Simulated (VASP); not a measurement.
BN:

```
B N
1.0
     4.11208    0.00000    0.00000
     1.14102    2.22635    0.00000
     2.97106   -0.81903    2.07022
B N
1 1
Direct
  0.00005 0.00005 0.99995
  0.66665 0.66665 0.33335
```

Base run:

| Quantity | Value |
| --- | --- |
| Program | VASP 6.6.1 |
| Functional | PBEsol |
| Potentials or basis | VASP PAW PBE potentials, release 64 (B, N) |
| Cutoff | 600 eV |
| k mesh | 12 × 12 × 12 |
| Occupations | gaussian, width 0.01 eV |
| Spin | no spin polarisation |

Its results: band gap on the k mesh 3.74 eV, indirect (least direct gap 4.49 eV); pressure 0.7 GPa; largest force 0.010 eV/Å.

The run is repeated on the same cell with these changes: k mesh from 12 × 12 × 12 to 14 × 14 × 14. What comes out?

Band gap on the k mesh 3.67 eV, indirect (least direct gap 4.60 eV); pressure 0.7 GPa; largest force 0.010 eV/Å.

Caveats: the PAW data sets were made with another functional, which shifts forces and pressure a little.

A k mesh can miss the band edges.
